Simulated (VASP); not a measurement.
Set up this calculation in VASP 6.6.1, as the native input.

```
Task                   : single point
Functional             : PBE
Potentials or basis    : VASP PAW PBE potentials, release 64 (Al)
Cutoff                 : 520 eV
k mesh                 : 4 × 14 × 8
Occupations            : gaussian, width 0.1 eV
Spin                   : no spin polarisation
Dipole correction      : no
Further INCAR settings : ALGO = Fast; EDIFF = 1e-07; NBANDS = 22
```

The structure of Al lies in POSCAR:

```
Al
1.0
    9.4843041090      0.0000000000      0.0000000000
    0.0000000000      2.8380765450      0.0000000000
    0.0000000000      0.0000000000      4.9407960803
Al
8
Direct
    0.0000000000      0.5000000000      0.8331635661
    0.5000000000      0.5000000000      0.8332125937
    0.0000000000      0.0000000000      0.3331635661
    0.5000000000      0.0000000000      0.3332125937
    0.7499992699      0.5000010422      0.1668119201
    0.2500007301      0.4999989578      0.1668119201
    0.7499992699      0.9999989578      0.6668119201
    0.2500007301      0.0000010422      0.6668119201
```

These files were run (other wordings do the same):

INCAR

```
  ALGO = Fast
  EDIFF = 1E-7
  ENCUT = 520
  GGA = PE
  ISIF = 2
  ISMEAR = 0
  LASPH = T
  LCHARG = F
  LREAL = F
  LWAVE = F
  NBANDS = 22
  NELM = 60
  PREC = Accurate
  SIGMA = 0.1
```

KPOINTS

```
k-points
0
Gamma
  4 14 8
```

Potentials or basis: VASP PAW PBE potentials, release 64 (Al).

Launch:

```console
$ cat potpaw_PBE.64/Al/POTCAR > POTCAR
$ mpirun -np 1 vasp_std > vasp.out
```

Results of the run:

```
Pressure               : 0.0 GPa
Band gap on the k mesh : zero (band 12 reaches 10.37 eV, above the bottom of band 13 at 6.46 eV)
```

Wall time 4.9 min on 1 thread of Intel Xeon 6455B, with other jobs on the host, peak memory 0.39 GiB.
